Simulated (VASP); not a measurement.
# La (Pm-3n) in VASP: single point with PBE

Aim: the single point of La with PBE.

Everything below comes from runs of VASP 6.6.1. Logs are shortened: lines on timing, memory, paths and dates and some standing lists are left out, and cuts for length are marked.

### 1 The cell of the first run

It takes space group Pm-3n (No. 223, cubic). Conventional cell: a = 6.657 Å, b = 6.657 Å, c = 6.657 Å, α = 90.00°, β = 90.00°, γ = 90.00°. Within 4.9 Å of La (site symmetry m-3) lie 12 La at 3.72 Å. La (site symmetry -4m2) has 14 La at 3.33 to 4.08 Å within 4.4 Å.

### 2 Single point, PBE

File INCAR:

```
PREC = Accurate
ENCUT = 520
EDIFF = 1E-6
ISMEAR = -1
SIGMA = 0.1
LREAL = F
LASPH = T
NELM = 80
ALGO = Normal
ISIF = 2
LWAVE = F
LCHARG = F
GGA = PE
NBANDS = 54
```

File KPOINTS:

```
regular mesh
0
Gamma
  5 5 5
```

File POSCAR:

```
La
1.0
    6.6571746832      0.0000000000      0.0000000000
    0.0000000000      6.6571746832      0.0000000000
    0.0000000000      0.0000000000      6.6571746832
La
8
Direct
    0.0000000000      1.0000000000      0.0000000000
    0.5000000000      0.5000000000      0.5000000000
    0.2500000000      0.0000000000      0.5000000000
    0.7500000000      1.0000000000      0.5000000000
    0.5000000000      0.2500000000      0.0000000000
    0.5000000000      0.7500000000      1.0000000000
    1.0000000000      0.5000000000      0.2500000000
    1.0000000000      0.5000000000      0.7500000000
```

Potentials or basis: VASP PAW PBE potentials, release 64 (La).

Command:

```bash
> cat potpaw_PBE.64/La/POTCAR > POTCAR
> mpirun -np 1 vasp_std > vasp.out
```

OUTCAR:

```text
PREC = Accurate
   ENCUT = 520
   EDIFF = 1E-6
   ISMEAR = -1
   LREAL = F
   LASPH = T
   NELM = 80
   ISIF = 2
   GGA = PE

 ion  position               nearest neighbor table
   1  0.000  0.000  0.000-
   2  0.500  0.500  0.500-
   3  0.250  0.000  0.500-   4 3.33   4 3.33
   4  0.750  0.000  0.500-   3 3.33   3 3.33
   5  0.500  0.250  0.000-   6 3.33   6 3.33
   6  0.500  0.750  0.000-   5 3.33   5 3.33
   7  0.000  0.500  0.250-   8 3.33   8 3.33
   8  0.000  0.500  0.750-   7 3.33   7 3.33

  LATTYP: Found a simple cubic cell.
 ALAT       =     6.6571746832

  Lattice vectors:

 A1 = (   6.6571746832,   0.0000000000,   0.0000000000)
 A2 = (   0.0000000000,   6.6571746832,   0.0000000000)
 A3 = (   0.0000000000,   0.0000000000,   6.6571746832)

Analysis of symmetry for initial positions (statically):
=====================================================================
 Subroutine PRICEL returns:
 Original cell was already a primitive cell.

 Routine SETGRP: Setting up the symmetry group for a
 simple cubic supercell.

 Subroutine GETGRP returns: Found 48 space group operations
 (whereof 24 operations were pure point group operations)
 out of a pool of 48 trial point group operations.

The static configuration has the point symmetry T_h .
 The point group associated with its full space group is O_h .

Analysis of symmetry for dynamics (positions and initial velocities):
=====================================================================
 Subroutine PRICEL returns:
 Original cell was already a primitive cell.

 Routine SETGRP: Setting up the symmetry group for a
 simple cubic supercell.

 Subroutine GETGRP returns: Found 48 space group operations
 (whereof 24 operations were pure point group operations)
 out of a pool of 48 trial point group operations.

The dynamic configuration has the point symmetry T_h .
 The point group associated with its full space group is O_h .

 Subroutine INISYM returns: Found 48 space group operations
 (whereof 24 operations are pure point group operations),
 and found     1 'primitive' translations

----------------------------------------------------------------------------------------

                                     Primitive cell

  volume of cell :     295.0325

  direct lattice vectors                    reciprocal lattice vectors
     6.657174683  0.000000000  0.000000000     0.150213874  0.000000000  0.000000000
     0.000000000  6.657174683  0.000000000     0.000000000  0.150213874  0.000000000
     0.000000000  0.000000000  6.657174683     0.000000000  0.000000000  0.150213874

  length of vectors
     6.657174683  6.657174683  6.657174683     0.150213874  0.150213874  0.150213874

  position of ions in fractional coordinates (direct lattice)
     0.000000000  0.000000000  0.000000000
     0.500000000  0.500000000  0.500000000
     0.250000000  0.000000000  0.500000000
     0.750000000  0.000000000  0.500000000
     0.500000000  0.250000000  0.000000000
     0.500000000  0.750000000  0.000000000
     0.000000000  0.500000000  0.250000000
     0.000000000  0.500000000  0.750000000

  ion indices of the primitive-cell ions
   primitive index   ion index
                 1           1
                 2           2
                 3           3
                 4           4
                 5           5
                 6           6
                 7           7
                 8           8

----------------------------------------------------------------------------------------

 KPOINTS: regular mesh

Automatic generation of k-mesh.
 Grid dimensions read from file:
 generate k-points for:    5    5    5

 Generating k-lattice:

  Cartesian coordinates                     Fractional coordinates (reciprocal lattice)
     0.030042775  0.000000000  0.000000000     0.200000000  0.000000000  0.000000000
     0.000000000  0.030042775  0.000000000     0.000000000  0.200000000  0.000000000
     0.000000000  0.000000000  0.030042775     0.000000000  0.000000000  0.200000000

  Length of vectors
     0.030042775  0.030042775  0.030042775

  Shift w.r.t. Gamma in fractional coordinates (k-lattice)
     0.000000000  0.000000000  0.000000000

 Subroutine IBZKPT returns following result:
 ===========================================

 Found     10 irreducible k-points:

 Following reciprocal coordinates:
            Coordinates               Weight
  0.000000  0.000000  0.000000      1.000000
  0.200000  0.000000  0.000000      6.000000
  0.400000  0.000000  0.000000      6.000000
  0.200000  0.200000  0.000000     12.000000
  0.400000  0.200000  0.000000     24.000000
  0.400000  0.400000  0.000000     12.000000
  0.200000  0.200000  0.200000      8.000000
  0.400000  0.200000  0.200000     24.000000
  0.400000  0.400000  0.200000     24.000000
  0.400000  0.400000  0.400000      8.000000
   k-points           NKPTS =     10   k-points in BZ     NKDIM =     10   number of bands    NBANDS=     54
   number of dos      NEDOS =    301   number of ions     NIONS =      8
   total plane-waves  NPLWV = 125000
   dimension x,y,z NGX =    50 NGY =   50 NGZ =   50
   dimension x,y,z NGXF=   100 NGYF=  100 NGZF=  100
   ions per type =               8
   NGX,Y,Z   is equivalent  to a cutoff of  12.49, 12.49, 12.49 a.u.
   NGXF,Y,Z  is equivalent  to a cutoff of  24.97, 24.97, 24.97 a.u.
 SYSTEM =  unknown system
   PREC   = accura    normal or accurate (medium, high low for compatibility)
   ISTART =      0    job   : 0-new  1-cont  2-samecut
   ICHARG =      2    charge: 1-file 2-atom 10-const
   ISPIN  =      1    spin polarized calculation?
   LNONCOLLINEAR =      F non collinear calculations
   LSORBIT =      F    spin-orbit coupling
   LASPH  =      T    aspherical Exc in radial PAW
   ENCUT  =  520.0 eV  38.22 Ry    6.18 a.u.  12.38 12.38 12.38*2*pi/ulx,y,z
   NELM   =     80;   NELMIN=  2; NELMDL= -5     # of ELM steps
   EDIFF  = 0.1E-05   stopping-criterion for ELM
   LREAL  =      F    real-space projection
   EDIFFG = 0.1E-04   stopping-criterion for IOM
   NSW    =      0    number of steps for IOM
   IBRION =     -1    ionic relax: 0-MD 1-quasi-New 2-CG
   NFREE  =      0    steps in history (QN), initial steepest desc. (CG)
   ISIF   =      2    stress and relaxation
   ISYM   =      2    0-nonsym 1-usesym 2-fastsym
   POTIM  = 0.5000    time-step for ionic-motion
   TEBEG  =    0.0;   TEEND  =   0.0 temperature during run
   PSTRESS=    0.0 pullay stress
   NELECT =      88.0000    total number of electrons
   NUPDOWN=      -1.0000    fix difference up-down
   EMIN   =  10.00;   EMAX   =-10.00  energy-range for DOS
   EFERMI =   0.00;   METHOD = LEGACY
   ISMEAR =    -1;   SIGMA  =   0.10  broadening in eV -4-tet -1-fermi 0-gaus
   EFERMI_NEDOS =   21; number of points for ismear=-14 and -15
   IALGO  =     38    algorithm
   IMIX   =      4    mixing-type and parameters
     AMIX     =   0.40;   BMIX     =  1.00
     AMIX_MAG =   1.60;   BMIX_MAG =  1.00
  volume/ion in A,a.u.               =      36.88       248.87
  Fermi-wavevector in a.u.,A,eV,Ry     =   1.093820  2.067020 16.278577  1.196442
  Thomas-Fermi vector in A             =   2.230113
   LORBIT       =      0    0 simple, 1 ext, 2 COOP (PROOUT), +10 PAW based schemes
   GGA     = PE    functional components
   LHFCALC =     F    Hartree Fock is set to
   AEXX    =    0.0000 exact exchange contribution
   IVDW    =     0    specifies the selected vdW correction
   LEPSILON=     F    determine dielectric tensor
   LRPA    =     F    only Hartree local field effects (RPA)
 non-spin polarized calculation
  energy-cutoff  :      520.00
  volume of cell :      295.03
 maximum number of plane-waves:      8025
 NGX is ok and might be reduce to    50
   NGX = 25   NGY = 25   NGZ = 25

 number of electron      87.9999972 magnetization

 Free energy of the ion-electron system (eV)
  ---------------------------------------------------
  ext. energy  EPLUGINS =         0.00000000
  ---------------------------------------------------
  free energy    TOTEN  =       -38.34706676 eV

  energy without entropy =      -37.78932588  energy(sigma->0) =      -38.06819632

 E-fermi :   7.8850     XC(G=0):  -9.5727

 val. band max:        7.8379251996   @ k =   0.2000   0.0000   0.0000
 cond. band min:       7.8923972206   @ k =   0.4000   0.4000   0.2000
 fundamental gap:      0.0544720210
 Fermi energy:         7.8849859060

 k-point     1 :       0.0000    0.0000    0.0000
  band No.  band energies     occupation
      1     -24.9256      2.00000
      2     -24.7864      2.00000
      3     -24.7864      2.00000
      4     -24.7120      2.00000
      5     -24.6422      2.00000
      6     -24.5787      2.00000
[... 46 lines left out ...]
     53       8.9025      0.00008
     54       8.9039      0.00008

 k-point     2 :       0.2000    0.0000    0.0000
  band No.  band energies     occupation
      1     -24.9091      2.00000
      2     -24.7931      2.00000
      3     -24.7722      2.00000
      4     -24.7147      2.00000
      5     -24.6475      2.00000
      6     -24.5969      2.00000
[... 46 lines left out ...]
     53       8.9915      0.00003
     54       9.0473      0.00002

 k-point     3 :       0.4000    0.0000    0.0000
  band No.  band energies     occupation
      1     -24.8678      2.00000
      2     -24.8217      2.00000
      3     -24.7379      2.00000
      4     -24.7170      2.00000
      5     -24.6556      2.00000
      6     -24.6371      2.00000
[... 46 lines left out ...]
     53       9.0267      0.00002
     54       9.0705      0.00001
[... 286 lines left out ...]
 k-point     9 :       0.4000    0.4000    0.2000
  band No.  band energies     occupation
      1     -24.8041      2.00000
      2     -24.7647      2.00000
      3     -24.7464      2.00000
      4     -24.7010      2.00000
      5     -24.6912      2.00000
      6     -24.6553      2.00000
[... 46 lines left out ...]
     53       8.7541      0.00034
     54       9.1269      0.00001

 k-point    10 :       0.4000    0.4000    0.4000
  band No.  band energies     occupation
      1     -24.7619      2.00000
      2     -24.7284      2.00000
      3     -24.7284      2.00000
      4     -24.7204      2.00000
      5     -24.6933      2.00000
      6     -24.6631      2.00000
[... 46 lines left out ...]
     53       8.7385      0.00039
     54       9.2611      0.00000

------------------------ aborting loop because EDIFF is reached ----------------------------------------

  FORCE on cell =-STRESS in cart. coord.  units (eV):
  Direction    XX          YY          ZZ          XY          YZ          ZX
  --------------------------------------------------------------------------------------
  -------------------------------------------------------------------------------------
  Total       -0.0629417     -0.0629417     -0.0629417      0.0000000      0.0000000      0.0000000
  in kB       -0.3418054     -0.3418054     -0.3418054      0.0000000      0.0000000      0.0000000
  external PRESSURE =      -0.3418054 kB  Pullay stress =       0.0000000 kB

 VOLUME and BASIS-vectors are now :
 -----------------------------------------------------------------------------
  energy-cutoff  :      520.00
  volume of cell :      295.03
      direct lattice vectors                 reciprocal lattice vectors
     6.657174683  0.000000000  0.000000000     0.150213874  0.000000000  0.000000000
     0.000000000  6.657174683  0.000000000     0.000000000  0.150213874  0.000000000
     0.000000000  0.000000000  6.657174683     0.000000000  0.000000000  0.150213874

 POSITION                                       TOTAL-FORCE (eV/Angst)
 -----------------------------------------------------------------------------------
      0.00000      0.00000      0.00000        -0.000000     -0.000000      0.000000
      3.32859      3.32859      3.32859        -0.000000     -0.000000      0.000000
      1.66429      0.00000      3.32859         0.000000     -0.000000      0.000000
      4.99288      0.00000      3.32859        -0.000000     -0.000000      0.000000
      3.32859      1.66429      0.00000         0.000000      0.000000      0.000000
      3.32859      4.99288      0.00000        -0.000000      0.000000      0.000000
      0.00000      3.32859      1.66429         0.000000     -0.000000      0.000000
      0.00000      3.32859      4.99288        -0.000000     -0.000000     -0.000000
 -----------------------------------------------------------------------------------
    total drift:                                0.000000     -0.000000     -0.000000

  FREE ENERGIE OF THE ION-ELECTRON SYSTEM (eV)
  ---------------------------------------------------
  free  energy   TOTEN  =       -38.3470667628 eV

  energy  without entropy=      -37.7893258781  energy(sigma->0) =      -38.06819632
```

Run time: 6.4 min. Hardware: 1 thread of Intel Xeon Platinum 8488C (Sapphire Rapids), shared host; peak memory 0.39 GiB.

What came out:

```
Free energy            : -38.3471 eV
Pressure               : 0.0 GPa
Band gap on the k mesh : zero (band 44 reaches 7.93 eV, above the bottom of band 45 at 7.84 eV)
```

Caveat: spin-orbit coupling is left out, which moves the levels of the heavy elements.
